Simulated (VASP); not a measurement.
Ti: single point with PBE

The system is Ti.

```
CELL_PARAMETERS angstrom
-1.65182 1.65182 1.65182
1.65182 -1.65182 1.65182
1.65182 1.65182 -1.65182
ATOMIC_POSITIONS crystal
Ti 0.00000 0.00000 0.00000
```

| Item | Value |
| --- | --- |
| Program | VASP 6.6.1 |
| Task | single point |
| Functional | PBE |
| Potentials or basis | VASP PAW PBE potentials, release 64 (Ti_sv) |
| Cutoff | 520 eV |
| k mesh | 22 × 22 × 22 |
| Occupations | gaussian, width 0.15 eV |
| Spin | collinear spin, ferromagnetic start |
| Starting moments | [0.8] μB |
| Fixed moment | 0.8 μB |
| Dipole correction | no |
| Further INCAR settings | ALGO = Normal; EDIFF = 1e-07; NBANDS = 16 |

```json
{
  "Pressure": "-3.1 GPa",
  "Net moment": "0.80 μB per cell",
  "Site moments": "Ti +0.56 μB",
  "Valence electrons inside the program's atomic spheres": "Ti 10.22"
}
```

Run time: 110 s on 1 thread of AMD EPYC 9R45 96-Core Processor (Zen 5), on a shared host, peak memory 0.22 GiB.

Caveat: the total moment is fixed, so each spin has its own Fermi level.
